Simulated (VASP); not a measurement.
## TePb: single point with r2SCAN

The system is TePb.

```
Pb Te
1.0
     4.45119    0.00000    0.00000
    -2.22560    3.85485    0.00000
     0.00000    0.00000    7.76397
Pb Te
2 2
Cartesian
  0.0000 0.0000 0.0000
  0.0000 0.0000 3.8820
  0.0000 2.5699 1.9410
  2.2256 1.2849 5.8230
```

This cell differs from its parent crystal: volume changed by -6%.

- Program: VASP 6.6.1
- Task: single point
- Functional: r2SCAN
- Potentials or basis: VASP PAW PBE potentials, release 64 (Pb_d, Te)
- Cutoff: 520 eV
- k mesh: 6 × 6 × 4
- Occupations: fermi-dirac, width 0.02 eV
- Spin: no spin polarisation

| Property | Result |
| --- | --- |
| Pressure | 2.9 GPa |
| Band gap on the k mesh | 0.23 eV, indirect (least direct gap 0.28 eV) |

Stress tensor (GPa, compression positive):
```
2.76 0.00 0.00
0.00 2.76 0.00
0.00 0.00 3.31
```

Levels at points of the mesh, in eV from the valence-band top:
```
           k point  band 17  band 18  band 19  band 20  band 21  band 22  band 23  band 24
(0.00, 0.00, 0.00)    -2.10    -1.49    -1.49    -0.04     0.23     2.03     2.03     2.37
(0.50, 0.00, 0.00)    -3.49    -1.66    -1.60    -1.26     0.26     0.79     1.96     3.83
(0.00, 0.00, 0.50)    -1.80    -1.80    -1.60    -1.60     2.09     2.09     2.09     2.09
(0.50, 0.00, 0.50)    -3.05    -3.05    -2.83    -2.83     1.93     1.93     2.90     2.90
```

Wall time 2.4 min on 1 thread of Intel(R) Xeon(R) 6975P-C (Granite Rapids) (shared host), peak memory 0.32 GiB.

Caveat: the PAW data sets were made with another functional, which shifts forces and pressure a little; spin-orbit coupling is left out, which moves the levels of the heavy elements. A k mesh can miss the band edges.
